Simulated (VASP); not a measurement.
# Zr2H6Pb (Fm-3m) in VASP: a series of runs

Zr2H6Pb is run at these levels: PBE; tasks: single point, relaxation of cell and atoms.

All numbers are computed with VASP 6.6.1; they aren't measurements. Logs are shortened: lines on timing, memory, paths and dates and some standing lists are left out, and cuts for length are marked.

## (1) The cell of the first run

The structure is cubic, space group Fm-3m (No. 225). The conventional cell has a = 7.874 Å, b = 7.874 Å, c = 7.874 Å, α = 90.00°, β = 90.00°, γ = 90.00°. Zr (site symmetry -43m) has 6 H at 1.97 Å within 2.6 Å. H (site symmetry mmm) has 2 Zr at 1.97 Å within 2.6 Å. Pb (site symmetry m-3m) has 12 H at 2.78 Å and 8 Zr at 3.41 Å within 3.7 Å.

## (2) Single point, PBE

File INCAR:

```
PREC = Accurate
ENCUT = 520
EDIFF = 1E-6
ISMEAR = 0
SIGMA = 0.1
LREAL = False
LASPH = True
NELM = 60
ALGO = Normal
ISIF = 2
LWAVE = False
LCHARG = False
GGA = PE
NBANDS = 32
```

File KPOINTS:

```
regular mesh
0
Gamma
  4 4 4
```

File POSCAR:

```
Zr2H6Pb
1.0
    0.0000000000      3.9368664725      3.9368664725
    3.9368664725      0.0000000000      3.9368664725
    3.9368664725      3.9368664725      0.0000000000
Zr H Pb
2 6 1
Direct
    0.7500000000      0.7500000000      0.7500000000
    0.2500000000      0.2500000000      0.2500000000
    0.5000000000      0.0000000000      0.0000000000
    0.0000000000      0.5000000000      0.5000000000
    0.0000000000      0.5000000000      0.0000000000
    0.5000000000      0.0000000000      0.5000000000
    0.0000000000      0.0000000000      0.5000000000
    0.5000000000      0.5000000000      0.0000000000
    0.0000000000      0.0000000000      0.0000000000
```

Potentials or basis: VASP PAW PBE potentials, release 64 (Zr_sv, H, Pb_d).

Launch:

```console
> cat potpaw_PBE.64/Zr_sv/POTCAR potpaw_PBE.64/H/POTCAR potpaw_PBE.64/Pb_d/POTCAR > POTCAR
> mpirun -np 1 vasp_std > vasp.out
```

OUTCAR:

```text
PREC = Accurate
   ENCUT = 520
   EDIFF = 1E-6
   ISMEAR = 0
   LREAL = False
   LASPH = True
   NELM = 60
   ISIF = 2
   GGA = PE

 ion  position               nearest neighbor table
   1  0.750  0.750  0.750-   3 1.97   4 1.97   5 1.97   6 1.97   7 1.97   8 1.97   9 3.41   9 3.41
                             9 3.41   9 3.41
   2  0.250  0.250  0.250-   3 1.97   4 1.97   5 1.97   6 1.97   7 1.97   8 1.97   9 3.41   9 3.41
                             9 3.41   9 3.41
   3  0.500  0.000  0.000-   1 1.97   2 1.97
   4  0.000  0.500  0.500-   1 1.97   2 1.97
   5  0.000  0.500  0.000-   1 1.97   2 1.97
   6  0.500  0.000  0.500-   1 1.97   2 1.97
   7  0.000  0.000  0.500-   1 1.97   2 1.97
   8  0.500  0.500  0.000-   1 1.97   2 1.97
   9  0.000  0.000  0.000-   1 3.41   1 3.41   1 3.41   1 3.41   2 3.41   2 3.41   2 3.41   2 3.41

  LATTYP: Found a face centered cubic cell.
 ALAT       =     7.8737329450

  Lattice vectors:

 A1 = (   0.0000000000,   3.9368664725,   3.9368664725)
 A2 = (   3.9368664725,   0.0000000000,   3.9368664725)
 A3 = (   3.9368664725,   3.9368664725,   0.0000000000)

Analysis of symmetry for initial positions (statically):
=====================================================================
 Subroutine PRICEL returns:
 Original cell was already a primitive cell.

 Routine SETGRP: Setting up the symmetry group for a
 face centered cubic supercell.

 Subroutine GETGRP returns: Found 48 space group operations
 (whereof 48 operations were pure point group operations)
 out of a pool of 48 trial point group operations.

The static configuration has the point symmetry O_h .

Analysis of symmetry for dynamics (positions and initial velocities):
=====================================================================
 Subroutine PRICEL returns:
 Original cell was already a primitive cell.

 Routine SETGRP: Setting up the symmetry group for a
 face centered cubic supercell.

 Subroutine GETGRP returns: Found 48 space group operations
 (whereof 48 operations were pure point group operations)
 out of a pool of 48 trial point group operations.

The dynamic configuration has the point symmetry O_h .

 Subroutine INISYM returns: Found 48 space group operations
 (whereof 48 operations are pure point group operations),
 and found     1 'primitive' translations

[... 95 lines left out ...]
   IBRION =     -1    ionic relax: 0-MD 1-quasi-New 2-CG
   NFREE  =      0    steps in history (QN), initial steepest desc. (CG)
   ISIF   =      2    stress and relaxation
   ISYM   =      2    0-nonsym 1-usesym 2-fastsym
   POTIM  = 0.5000    time-step for ionic-motion
   TEBEG  =    0.0;   TEEND  =   0.0 temperature during run
   PSTRESS=    0.0 pullay stress
   NELECT =      44.0000    total number of electrons
   NUPDOWN=      -1.0000    fix difference up-down
   EMIN   =  10.00;   EMAX   =-10.00  energy-range for DOS
   EFERMI =   0.00;   METHOD = LEGACY
   ISMEAR =     0;   SIGMA  =   0.10  broadening in eV -4-tet -1-fermi 0-gaus
   EFERMI_NEDOS =   21; number of points for ismear=-14 and -15
   IALGO  =     38    algorithm
   IMIX   =      4    mixing-type and parameters
     AMIX     =   0.40;   BMIX     =  1.00
     AMIX_MAG =   1.60;   BMIX_MAG =  1.00
  volume/ion in A,a.u.               =      13.56        91.50
  Fermi-wavevector in a.u.,A,eV,Ry     =   1.165194  2.201898 18.472329  1.357678
  Thomas-Fermi vector in A             =   2.301723
   LORBIT       =      0    0 simple, 1 ext, 2 COOP (PROOUT), +10 PAW based schemes
   GGA     = PE    functional components
   LHFCALC =     F    Hartree Fock is set to
   AEXX    =    0.0000 exact exchange contribution
   IVDW    =     0    specifies the selected vdW correction
   LEPSILON=     F    determine dielectric tensor
   LRPA    =     F    only Hartree local field effects (RPA)
 non-spin polarized calculation
 Gauss-broadening in eV      SIGMA  =   0.10
  energy-cutoff  :      520.00
  volume of cell :      122.03
 maximum number of plane-waves:      3327
 NGX is ok and might be reduce to    42
   NGX = 21   NGY = 21   NGZ = 21

 number of electron      43.9999999 magnetization

 Free energy of the ion-electron system (eV)
  ---------------------------------------------------
  ext. energy  EPLUGINS =         0.00000000
  ---------------------------------------------------
  free energy    TOTEN  =       -40.70632075 eV

  energy without entropy =      -40.69542221  energy(sigma->0) =      -40.70087148

 E-fermi :   4.5160     XC(G=0):  -9.2064

 val. band max:        4.4449270993   @ k =   0.2500   0.0000   0.0000
 cond. band min:       4.7350765613   @ k =  -0.2500   0.2500   0.0000
 fundamental gap:      0.2901494620
 Fermi energy:         4.5159652371

 k-point     1 :       0.0000    0.0000    0.0000
  band No.  band energies     occupation
      1     -44.9423      2.00000
      2     -44.9283      2.00000
      3     -23.0281      2.00000
      4     -23.0281      2.00000
      5     -23.0281      2.00000
      6     -22.9260      2.00000
[... 269 lines left out ...]
     31       8.4198      0.00000
     32      10.3922      0.00000

------------------------ aborting loop because EDIFF is reached ----------------------------------------

  FORCE on cell =-STRESS in cart. coord.  units (eV):
  Direction    XX          YY          ZZ          XY          YZ          ZX
  --------------------------------------------------------------------------------------
  -------------------------------------------------------------------------------------
  Total       -0.0693894     -0.0693894     -0.0693894      0.0000000      0.0000000      0.0000000
  in kB       -0.9110063     -0.9110063     -0.9110063      0.0000000      0.0000000      0.0000000
  external PRESSURE =      -0.9110063 kB  Pullay stress =       0.0000000 kB

 VOLUME and BASIS-vectors are now :
 -----------------------------------------------------------------------------
  energy-cutoff  :      520.00
  volume of cell :      122.03
      direct lattice vectors                 reciprocal lattice vectors
     0.000000000  3.936866473  3.936866473    -0.127004561  0.127004561  0.127004561
     3.936866473  0.000000000  3.936866473     0.127004561 -0.127004561  0.127004561
     3.936866473  3.936866473  0.000000000     0.127004561  0.127004561 -0.127004561

 POSITION                                       TOTAL-FORCE (eV/Angst)
 -----------------------------------------------------------------------------------
      5.90530      5.90530      5.90530         0.000000      0.000000      0.000000
      1.96843      1.96843      1.96843        -0.000000      0.000000     -0.000000
      0.00000      1.96843      1.96843        -0.000000     -0.000000     -0.000000
      3.93687      1.96843      1.96843        -0.000000     -0.000000     -0.000000
      1.96843      0.00000      1.96843        -0.000000     -0.000000     -0.000000
      1.96843      3.93687      1.96843        -0.000000     -0.000000     -0.000000
      1.96843      1.96843      0.00000        -0.000000     -0.000000     -0.000000
      1.96843      1.96843      3.93687        -0.000000     -0.000000     -0.000000
      0.00000      0.00000      0.00000        -0.000000     -0.000000     -0.000000
 -----------------------------------------------------------------------------------
    total drift:                               -0.000000     -0.000000     -0.000000

  FREE ENERGIE OF THE ION-ELECTRON SYSTEM (eV)
  ---------------------------------------------------
  free  energy   TOTEN  =       -40.7063207470 eV

  energy  without entropy=      -40.6954222069  energy(sigma->0) =      -40.70087148
```

OSZICAR:

```text
N       E                     dE             d eps       ncg     rms          rms(c)
DAV:   1     0.449201741603E+03    0.44920E+03   -0.21030E+04   512   0.136E+03
DAV:   2    -0.174154058665E+01   -0.45094E+03   -0.43136E+03   552   0.405E+02
DAV:   3    -0.407471462211E+02   -0.39006E+02   -0.38415E+02   768   0.122E+02
DAV:   4    -0.448452435652E+02   -0.40981E+01   -0.40780E+01   888   0.278E+01
DAV:   5    -0.450631060192E+02   -0.21786E+00   -0.21782E+00   728   0.459E+00    0.203E+01
DAV:   6    -0.412829305906E+02    0.37802E+01   -0.57409E+00   568   0.119E+01    0.696E+00
DAV:   7    -0.407078549433E+02    0.57508E+00   -0.25915E+00   864   0.714E+00    0.176E+00
DAV:   8    -0.407012551616E+02    0.65998E-02   -0.12909E-01   632   0.215E+00    0.948E-01
DAV:   9    -0.407048195441E+02   -0.35644E-02   -0.24577E-02   688   0.949E-01    0.289E-01
DAV:  10    -0.407057862299E+02   -0.96669E-03   -0.46388E-03   624   0.444E-01    0.885E-02
DAV:  11    -0.407062437963E+02   -0.45757E-03   -0.79212E-04   744   0.158E-01    0.465E-02
DAV:  12    -0.407062851961E+02   -0.41400E-04   -0.85941E-05   696   0.524E-02    0.145E-02
DAV:  13    -0.407063185274E+02   -0.33331E-04   -0.84795E-05   752   0.384E-02    0.113E-02
DAV:  14    -0.407063201167E+02   -0.15893E-05   -0.53875E-06   640   0.138E-02    0.355E-03
DAV:  15    -0.407063207470E+02   -0.63023E-06   -0.70505E-07   504   0.489E-03
   1 F= -.40706321E+02 E0= -.40700871E+02  d E =-.108985E-01
```

stdout:

```text
POSCAR found type information on POSCAR ZrH Pb
 POSCAR found :  3 types and       9 ions
 scaLAPACK will be used
 LDA part: xc-table for (Slater+PW92), standard interpolation
 POSCAR, INCAR and KPOINTS ok, starting setup
 FFT: planning ... GRIDC
 FFT: planning ... GRID_SOFT
 FFT: planning ... GRID
 WAVECAR not read
 entering main loop
```

Run time: 26 s. Hardware: 1 thread of Intel Xeon 6975P-C (Granite Rapids), shared host; peak memory 0.26 GiB.

Results:

```yaml
Free_energy: -40.7063 eV
Pressure: -0.1 GPa
Band_gap_on_the_k_mesh: zero (band 22 reaches 5.12 eV, above the bottom of band 23 at 2.61 eV)
```

Levels at points of the mesh, in eV from the Fermi level:
```
           k point  band 19  band 20  band 21  band 22  band 23  band 24  band 25  band 26
(0.00, 0.00, 0.00)    -2.65    -2.65    -1.91    -1.91    -1.91     1.97     1.97     1.97
(0.50, 0.00, 0.00)    -4.11    -3.56    -0.69    -0.69     0.48     0.75     0.75     1.77
(0.50, 0.50, 0.00)    -3.74    -2.65     0.38     0.38     0.69     1.10     1.10     1.92
```

Caveat: spin-orbit coupling is left out, which moves the levels of the heavy elements.

(Continued in part 2 of 4.)
